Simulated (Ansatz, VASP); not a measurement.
# One calculation of SnSe, two programs

```xyz
2
Lattice="0.0903 3.0551 3.0551 3.0551 0.0903 3.0551 3.0551 3.0551 0.0903" Properties=species:S:1:pos:R:3 pbc="T T T"
Sn    0.0000    0.0000    0.0000
Se    3.1003    3.1003    3.1003
```

Change from the starting cell: equal xy, yz and zx shear strains of +3 %.

Alike in both runs: task single point; functional LDA; k mesh 9 × 9 × 9; occupations fermi-dirac, width 0.02 eV; no spin polarisation.

|  | VASP | Ansatz |
| --- | --- | --- |
| version | VASP 6.6.1 | Ansatz 0.2.0 |
| potentials or method | VASP PAW LDA potentials, release 64 (Sn_d, Se), cutoff 500 eV | all-electron LAPW, scalar-relativistic |

Ansatz gave:

| Item | Value |
| --- | --- |
| pressure (GPa) | -3.3 |
| traceless stress, the component that is largest in VASP (GPa) | -0.64 |

Estimate VASP's values.

pressure (GPa): -3.2; traceless stress, the component that is largest in VASP (GPa): -0.63.

LDA's correlation is that of Perdew and Zunger in VASP and of Perdew and Wang (1992) in Ansatz. Ansatz ran all-electron here, and VASP with PAW potentials.
